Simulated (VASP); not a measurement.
A run of VASP 6.6.1:

Contents of INCAR:

```
PREC = Accurate ; ENCUT = 520
EDIFF = 1E-6 ; ISMEAR = 0
SIGMA = 0.1 ; LREAL = False
LASPH = True ; NELM = 80
ALGO = Normal ; ISIF = 2
LWAVE = False ; LCHARG = False
GGA = PE ; NBANDS = 41
```

KPOINTS

```
Automatic mesh
0
Gamma
  3 3 6
```

Contents of POSCAR:

```
BaSi12
1.0
    8.8644206128      0.0000000000      0.0000000000
   -4.4322103064      7.6768134405      0.0000000000
    0.0000000000      0.0000000000      3.8473868388
Ba Si
1 12
Direct
    0.0000000000      0.0000000000      0.5000000000
    0.8456746590      0.5366029473      0.7495654461
    0.6909282883      0.5366029473      0.2504345539
    0.3090717117      0.8456746590      0.2504345539
    0.6909282883      0.1543253410      0.7495654461
    0.1543253410      0.6909282883      0.7495654461
    0.5366029473      0.6909282883      0.2504345539
    0.4633970527      0.1543253410      0.2504345539
    0.3090717117      0.4633970527      0.7495654461
    0.1543253410      0.4633970527      0.2504345539
    0.5366029473      0.8456746590      0.7495654461
    0.8456746590      0.3090717117      0.2504345539
    0.4633970527      0.3090717117      0.7495654461
```

Potentials or basis: VASP PAW PBE potentials, release 64 (Ba_sv, Si).

Launch:

```console
$ cat potpaw_PBE.64/Ba_sv/POTCAR potpaw_PBE.64/Si/POTCAR > POTCAR
$ mpirun -np 1 vasp_std > vasp.out
```

Hardware: 1 thread of Intel(R) Xeon(R) Platinum 8488C (Sapphire Rapids), on a shared host.

Estimate the wall time of this run.

It took 2.1 min on 1 thread of Intel(R) Xeon(R) Platinum 8488C (Sapphire Rapids), with other jobs on the host, peak memory 0.41 GiB. Counts: scf iterations 15, k points 14.
